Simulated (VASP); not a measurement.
Write the native input for VASP 6.6.1 that does the following.

* Task: relaxation of cell and atoms
* Functional: PBE
* Potentials or basis: VASP PAW PBE potentials, release 64 (Be, Ir)
* Cutoff: 600 eV
* k mesh: 6 × 6 × 6
* Occupations: gaussian, width 0.1 eV
* Spin: no spin polarisation
* Dipole correction: no
* Further INCAR settings: ALGO = Fast; EDIFF = 1e-06; IBRION = 2; EDIFFG = -0.04; NSW = 90; ISIF = 3

The structure of Be2Ir lies in POSCAR:

```
Be2Ir
1.0
    3.0602269886      0.0000000000      0.0000000000
   -1.5301134943      2.6502343135      0.0000000000
    0.0000000000      0.0000000000      3.3042317983
Be Ir
2 1
Direct
    0.3333333333      0.6666666667      0.5000000000
    0.6666666667      0.3333333333      0.5000000000
    0.0000000000      0.0000000000      0.0000000000
```

These files were run (other wordings do the same):

INCAR

```
  PREC = Accurate
  ENCUT = 600
  EDIFF = 1E-6
  ISMEAR = 0
  SIGMA = 0.1
  LREAL = F
  LASPH = T
  NELM = 100
  ALGO = Fast
  ISIF = 3
  LWAVE = F
  LCHARG = F
  GGA = PE
  IBRION = 2
  NSW = 90
  EDIFFG = -0.04
```

KPOINTS

```
regular mesh
0
Gamma
  6 6 6
```

Potentials or basis: VASP PAW PBE potentials, release 64 (Be, Ir).

Run with:

```bash
$ cat potpaw_PBE.64/Be/POTCAR potpaw_PBE.64/Ir/POTCAR > POTCAR
$ mpirun -np 1 vasp_std > vasp.out
```

It gave:

```json
{
 "Relaxed volume": "10.08 Å³/atom",
 "Relaxed cell": "a = 3.613 Å, b = 3.613 Å, c = 2.674 Å, α = 90.00°, β = 90.00°, γ = 120.00°",
 "Space group after relaxing (to 0.1 Å)": "P6/mmm (No. 191)",
 "Energy gained by relaxing": "767.2 meV/atom",
 "Ionic steps": "10",
 "Pressure after relaxing": "0.3 GPa",
 "Band gap on the k mesh": "zero (an odd number of electrons rules out a gap without spin polarisation)"
}
```

Caveat: the k points lie up to 0.39 Å⁻¹ apart in the final cell, too coarse for converged energies and pressures of a metal; a cell axis changed by over 15 % at a fixed basis, so the end point is rough; spin-orbit coupling is left out, which moves the levels of the heavy elements.

Wall time 95 s on 1 thread of Intel Xeon 8259CL, on a shared host, peak memory 0.16 GiB.
